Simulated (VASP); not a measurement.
# Ru (I4_1/amd) in VASP: relaxation of cell and atoms with PBEsol

Aim: the relaxation of cell and atoms of Ru with PBEsol.

Program: VASP 6.6.1. These are calculated values, not measurements. Logs are shortened: lines on timing, memory, paths and dates and some standing lists are left out, and cuts for length are marked.

## Step 1: The cell of the first run

Symmetry: I4_1/amd, No. 141, tetragonal system. The conventional cell has a = 4.685 Å, b = 4.685 Å, c = 2.717 Å, α = 90.00°, β = 90.00°, γ = 90.00°. Ru (site symmetry -4m2) has 10 Ru at 2.44 to 3.10 Å within 3.2 Å.

## Step 2: Relaxation of cell and atoms, PBEsol

INCAR

```
SYSTEM = Ru
ALGO = Fast
EDIFF = 1E-7
EDIFFG = -0.01
ENCUT = 600
GGA = PS
IBRION = 2
ISIF = 3
ISMEAR = 0
LASPH = .TRUE.
LCHARG = .FALSE.
LREAL = .FALSE.
LWAVE = .FALSE.
NELM = 80
NSW = 100
PREC = Accurate
SIGMA = 0.1
```

KPOINTS

```
k-points
0
G
  18 18 18
  0 0 0
```

POSCAR

```
Ru
1.0
   -2.3424685061      2.3424685061      1.3582683630
    2.3424685061     -2.3424685061      1.3582683630
    2.3424685061      2.3424685061     -1.3582683630
Ru
2
Direct
    0.0000000000      0.0000000000      0.0000000000
    0.7500000000      0.2500000000      0.5000000000
```

Potentials or basis: VASP PAW PBE potentials, release 64 (Ru_pv).

Launch:

```bash
cat potpaw_PBE.64/Ru_pv/POTCAR > POTCAR
mpirun -np 1 vasp_std > vasp.out
```

OUTCAR:

```text
SYSTEM = Ru
   EDIFF = 1E-7
   EDIFFG = -0.01
   ENCUT = 600
   GGA = PS
   IBRION = 2
   ISIF = 3
   ISMEAR = 0
   LASPH = .TRUE.
   LREAL = .FALSE.
   NELM = 80
   NSW = 100
   PREC = Accurate

 ion  position               nearest neighbor table
   1  0.000  0.000  0.000-   2 2.44   2 2.44   2 2.44   2 2.44   2 3.10   2 3.10   2 3.10   2 3.10

   2  0.750  0.250  0.500-   1 2.44   1 2.44   1 2.44   1 2.44   1 3.10   1 3.10   1 3.10   1 3.10

  LATTYP: Found a body centered tetragonal cell.
 ALAT       =     4.6849370122
 C/A-ratio  =     0.5798448771

  Lattice vectors:

 A1 = (  -2.3424685061,   2.3424685061,   1.3582683630)
 A2 = (   2.3424685061,  -2.3424685061,   1.3582683630)
 A3 = (   2.3424685061,   2.3424685061,  -1.3582683630)

Analysis of symmetry for initial positions (statically):
=====================================================================
 Subroutine PRICEL returns:
 Original cell was already a primitive cell.

 Routine SETGRP: Setting up the symmetry group for a
 body centered tetragonal supercell.

 Subroutine GETGRP returns: Found 16 space group operations
 (whereof  8 operations were pure point group operations)
 out of a pool of 16 trial point group operations.

The static configuration has the point symmetry D_2d.
 The point group associated with its full space group is D_4h.

Analysis of symmetry for dynamics (positions and initial velocities):
=====================================================================
 Subroutine PRICEL returns:
 Original cell was already a primitive cell.

 Routine SETGRP: Setting up the symmetry group for a
 body centered tetragonal supercell.

 Subroutine GETGRP returns: Found 16 space group operations
 (whereof  8 operations were pure point group operations)
 out of a pool of 16 trial point group operations.

The dynamic configuration has the point symmetry D_2d.
 The point group associated with its full space group is D_4h.

 Subroutine INISYM returns: Found 16 space group operations
 (whereof  8 operations are pure point group operations),
 and found     1 'primitive' translations

----------------------------------------------------------------------------------------

                                     Primitive cell

  volume of cell :      29.8121

  direct lattice vectors                    reciprocal lattice vectors
    -2.342468506  2.342468506  1.358268363     0.000000000  0.213450042  0.368115767
     2.342468506 -2.342468506  1.358268363     0.213450042  0.000000000  0.368115767
     2.342468506  2.342468506 -1.358268363     0.213450042  0.213450042  0.000000000

  length of vectors
     3.580392485  3.580392485  3.580392485     0.425523370  0.425523370  0.301863944

  position of ions in fractional coordinates (direct lattice)
     0.000000000  0.000000000  0.000000000
     0.750000000  0.250000000  0.500000000

  ion indices of the primitive-cell ions
   primitive index   ion index
                 1           1
                 2           2

----------------------------------------------------------------------------------------

 KPOINTS: k-points

Automatic generation of k-mesh.
 Grid dimensions read from file:
 generate k-points for:   18   18   18

 Generating k-lattice:

  Cartesian coordinates                     Fractional coordinates (reciprocal lattice)
     0.000000000  0.011858336  0.020450876     0.055555556  0.000000000  0.000000000
     0.011858336  0.000000000  0.020450876     0.000000000  0.055555556  0.000000000
     0.011858336  0.011858336  0.000000000     0.000000000  0.000000000  0.055555556

  Length of vectors
     0.023640187  0.023640187  0.016770219

  Shift w.r.t. Gamma in fractional coordinates (k-lattice)
     0.000000000  0.000000000  0.000000000

 Subroutine IBZKPT returns following result:
 ===========================================

 Found    480 irreducible k-points:

 Following reciprocal coordinates:
            Coordinates               Weight
  0.000000  0.000000  0.000000      1.000000
  0.055556  0.000000 -0.000000      8.000000
  0.111111  0.000000 -0.000000      8.000000
  0.166667  0.000000 -0.000000      8.000000
  0.222222  0.000000  0.000000      8.000000
  0.277778  0.000000 -0.000000      8.000000
[... 16 lines left out ...]
 -0.277778  0.055556  0.000000     16.000000
 -0.222222  0.055556  0.000000     16.000000
 [... further k-points ...]
   k-points           NKPTS =    480   k-points in BZ     NKDIM =    480   number of bands    NBANDS=     18
   number of dos      NEDOS =    301   number of ions     NIONS =      2
   total plane-waves  NPLWV =  27000
   dimension x,y,z NGX =    30 NGY =   30 NGZ =   30
   dimension x,y,z NGXF=    60 NGYF=   60 NGZF=   60
   ions per type =               2
   NGX,Y,Z   is equivalent  to a cutoff of  13.93, 13.93, 13.93 a.u.
   NGXF,Y,Z  is equivalent  to a cutoff of  27.86, 27.86, 27.86 a.u.
 SYSTEM =  Ru
   PREC   = accura    normal or accurate (medium, high low for compatibility)
   ISTART =      0    job   : 0-new  1-cont  2-samecut
   ICHARG =      2    charge: 1-file 2-atom 10-const
   ISPIN  =      1    spin polarized calculation?
   LNONCOLLINEAR =      F non collinear calculations
   LSORBIT =      F    spin-orbit coupling
   LASPH  =      T    aspherical Exc in radial PAW
   ENCUT  =  600.0 eV  44.10 Ry    6.64 a.u.   7.15  7.15  7.15*2*pi/ulx,y,z
   NELM   =     80;   NELMIN=  2; NELMDL= -5     # of ELM steps
   EDIFF  = 0.1E-06   stopping-criterion for ELM
   LREAL  =      F    real-space projection
   EDIFFG = -.1E-01   stopping-criterion for IOM
   NSW    =    100    number of steps for IOM
   IBRION =      2    ionic relax: 0-MD 1-quasi-New 2-CG
   NFREE  =      1    steps in history (QN), initial steepest desc. (CG)
   ISIF   =      3    stress and relaxation
   ISYM   =      2    0-nonsym 1-usesym 2-fastsym
   POTIM  = 0.5000    time-step for ionic-motion
   TEBEG  =    0.0;   TEEND  =   0.0 temperature during run
   PSTRESS=    0.0 pullay stress
   NELECT =      28.0000    total number of electrons
   NUPDOWN=      -1.0000    fix difference up-down
   EMIN   =  10.00;   EMAX   =-10.00  energy-range for DOS
   EFERMI =   0.00;   METHOD = LEGACY
   ISMEAR =     0;   SIGMA  =   0.10  broadening in eV -4-tet -1-fermi 0-gaus
   EFERMI_NEDOS =   21; number of points for ismear=-14 and -15
   IALGO  =     68    algorithm
   IMIX   =      4    mixing-type and parameters
     AMIX     =   0.40;   BMIX     =  1.00
     AMIX_MAG =   1.60;   BMIX_MAG =  1.00
  volume/ion in A,a.u.               =      14.91       100.59
  Fermi-wavevector in a.u.,A,eV,Ry     =   1.603232  3.029670 34.971790  2.570354
  Thomas-Fermi vector in A             =   2.699928
   LORBIT       =      0    0 simple, 1 ext, 2 COOP (PROOUT), +10 PAW based schemes
   GGA     = PS    functional components
   LHFCALC =     F    Hartree Fock is set to
   AEXX    =    0.0000 exact exchange contribution
   IVDW    =     0    specifies the selected vdW correction
   LEPSILON=     F    determine dielectric tensor
   LRPA    =     F    only Hartree local field effects (RPA)
 conjugate gradient relaxation of ions
 non-spin polarized calculation
 RMM-DIIS sequential band-by-band and
 Gauss-broadening in eV      SIGMA  =   0.10
  energy-cutoff  :      600.00
  volume of cell :       29.81
 maximum number of plane-waves:      1016
 NGX is ok and might be reduce to    30
   NGX = 15   NGY = 15   NGZ = 15

--------------------------------------- Ionic step        1  -------------------------------------------

 number of electron      28.0000000 magnetization

 Free energy of the ion-electron system (eV)
  ---------------------------------------------------
  ext. energy  EPLUGINS =         0.00000000
  ---------------------------------------------------
  free energy    TOTEN  =       -18.34813249 eV

  energy without entropy =      -18.33349433  energy(sigma->0) =      -18.34081341

------------------------ aborting loop because EDIFF is reached ----------------------------------------

  FORCE on cell =-STRESS in cart. coord.  units (eV):
  Direction    XX          YY          ZZ          XY          YZ          ZX
  --------------------------------------------------------------------------------------
  -------------------------------------------------------------------------------------
  Total       -0.0035734     -0.0035734      0.2423632      0.0000000      0.0000000      0.0000000
  in kB       -0.1920435     -0.1920435     13.0251906      0.0000000      0.0000000      0.0000000
  external PRESSURE =       4.2137012 kB  Pullay stress =       0.0000000 kB

 VOLUME and BASIS-vectors are now :
 -----------------------------------------------------------------------------
  energy-cutoff  :      600.00
  volume of cell :       29.81
      direct lattice vectors                 reciprocal lattice vectors
    -2.342468506  2.342468506  1.358268363     0.000000000  0.213450042  0.368115767
     2.342468506 -2.342468506  1.358268363     0.213450042  0.000000000  0.368115767
     2.342468506  2.342468506 -1.358268363     0.213450042  0.213450042  0.000000000
[... 109 lines left out ...]
 POSITION                                       TOTAL-FORCE (eV/Angst)
 -----------------------------------------------------------------------------------
      2.33572      2.33572     -1.36847        -0.000000      0.000000      0.000000
     -0.00000      2.33572      0.68423         0.000000     -0.000000     -0.000000
 -----------------------------------------------------------------------------------
    total drift:                                0.000000     -0.000000      0.000000

  FREE ENERGIE OF THE ION-ELECTRON SYSTEM (eV)
  ---------------------------------------------------
  free  energy   TOTEN  =       -18.3487677408 eV

  energy  without entropy=      -18.3356371359  energy(sigma->0) =      -18.34220244

--------------------------------------- Ionic step        5  -------------------------------------------

 number of electron      27.9999999 magnetization

 Free energy of the ion-electron system (eV)
  ---------------------------------------------------
  ext. energy  EPLUGINS =         0.00000000
  ---------------------------------------------------
  free energy    TOTEN  =       -18.34889923 eV

  energy without entropy =      -18.33543187  energy(sigma->0) =      -18.34216555

 E-fermi :  11.0932     XC(G=0): -13.5842

 val. band max:       11.0923566871   @ k =  -0.3333   0.4444   0.1111
 cond. band min:      11.0940480713   @ k =  -0.4444   0.4444   0.3889
 fundamental gap:      0.0016913842
 Fermi energy:        11.0931871998

 k-point     1 :       0.0000    0.0000    0.0000
  band No.  band energies     occupation
      1     -32.1903      2.00000
      2     -32.1903      2.00000
      3     -31.2561      2.00000
      4     -31.2289      2.00000
      5     -31.0869      2.00000
      6     -31.0869      2.00000
[... 10 lines left out ...]
     17      14.4480      0.00000
     18      18.4317      0.00000
[... 463 lines left out ...]
 k-point    24 :      -0.2222    0.0556    0.0000
  band No.  band energies     occupation
      1     -32.1884      2.00000
      2     -32.0610      2.00000
      3     -31.4396      2.00000
      4     -31.3406      2.00000
      5     -31.1635      2.00000
      6     -31.0739      2.00000
[... 10 lines left out ...]
     17      13.7256      0.00000
     18      18.9611      0.00000

 [... further k-points ...]

------------------------ aborting loop because EDIFF is reached ----------------------------------------

  FORCE on cell =-STRESS in cart. coord.  units (eV):
  Direction    XX          YY          ZZ          XY          YZ          ZX
  --------------------------------------------------------------------------------------
  -------------------------------------------------------------------------------------
  Total        0.0025884      0.0025884      0.0040110      0.0000000      0.0000000      0.0000000
  in kB        0.1387223      0.1387223      0.2149633      0.0000000      0.0000000      0.0000000
  external PRESSURE =       0.1641359 kB  Pullay stress =       0.0000000 kB

 VOLUME and BASIS-vectors are now :
 -----------------------------------------------------------------------------
  energy-cutoff  :      600.00
  volume of cell :       29.89
      direct lattice vectors                 reciprocal lattice vectors
    -2.338548330  2.338548330  1.366601213     0.000000000  0.213807854  0.365871181
     2.338548330 -2.338548330  1.366601213     0.213807854  0.000000000  0.365871181
     2.338548330  2.338548330 -1.366601213     0.213807854  0.213807854  0.000000000

 POSITION                                       TOTAL-FORCE (eV/Angst)
 -----------------------------------------------------------------------------------
     -0.00000      0.00000      0.00000        -0.000000      0.000000     -0.000000
     -0.00000      2.33855      0.68330         0.000000     -0.000000      0.000000
 -----------------------------------------------------------------------------------
    total drift:                                0.000000     -0.000000      0.000000

  FREE ENERGIE OF THE ION-ELECTRON SYSTEM (eV)
  ---------------------------------------------------
  free  energy   TOTEN  =       -18.3488992306 eV

  energy  without entropy=      -18.3354318698  energy(sigma->0) =      -18.34216555

 reached required accuracy - stopping structural energy minimisation
```

Run time: 18 min. Hardware: 1 thread of Intel Xeon 8259CL, shared host; peak memory 0.36 GiB.

Results:

```yaml
Free_energy: -18.3489 eV
Relaxed_volume: 14.95 Å³/atom
Relaxed_cell: a = 3.578 Å, b = 3.578 Å, c = 3.578 Å, α = 98.39°, β = 98.39°, γ = 135.10°
Space_group_after_relaxing_to_0.1_Å: I4_1/amd (No. 141)
Energy_gained_by_relaxing: 0.4 meV/atom
Ionic_steps: 5
Pressure_after_relaxing: 0.0 GPa
Band_gap_on_the_k_mesh: zero (bands 14 and 15 overlap by 1.66 eV)
```

The path:
```csv
step,energy change (eV),largest force (eV/Å),pressure (GPa),volume (Å³)
1,0.0000,0.0000,0.42,29.81
2,-0.0005,0.0000,-0.91,29.98
3,-0.0005,0.0000,-0.50,29.94
4,-0.0006,0.0000,0.41,29.86
5,-0.0008,0.0000,0.02,29.89
```

Final structure:
```
Ru
1.0
    -2.33855    2.33855    1.36660
     2.33855   -2.33855    1.36660
     2.33855    2.33855   -1.36660
Ru
2
Direct
  0.00000 0.00000 0.00000
  0.75000 0.25000 0.50000
```

Levels at points of the mesh, in eV from the Fermi level:
| k point | band 10 | band 11 | band 12 | band 13 | band 14 | band 15 | band 16 | band 17 | band 18 |
| --- | --- | --- | --- | --- | --- | --- | --- | --- | --- |
| (0.00, 0.00, 0.00) | -3.74 | -3.11 | -0.59 | -0.59 | -0.50 | -0.50 | 2.18 | 3.35 | 7.34 |
| (0.50, 0.00, 0.00) | -3.80 | -1.92 | -1.24 | -0.55 | 0.07 | 1.43 | 1.58 | 3.33 | 6.90 |
| (0.50, 0.50, 0.00) | -3.57 | -2.80 | -2.80 | -0.65 | -0.65 | 0.86 | 0.86 | 1.53 | 1.53 |
| (0.50, 0.50, 0.50) | -3.34 | -0.74 | -0.74 | -0.22 | -0.22 | -0.01 | -0.01 | 0.45 | 0.45 |

Caveat: the PAW data sets were made with another functional, which shifts forces and pressure a little.
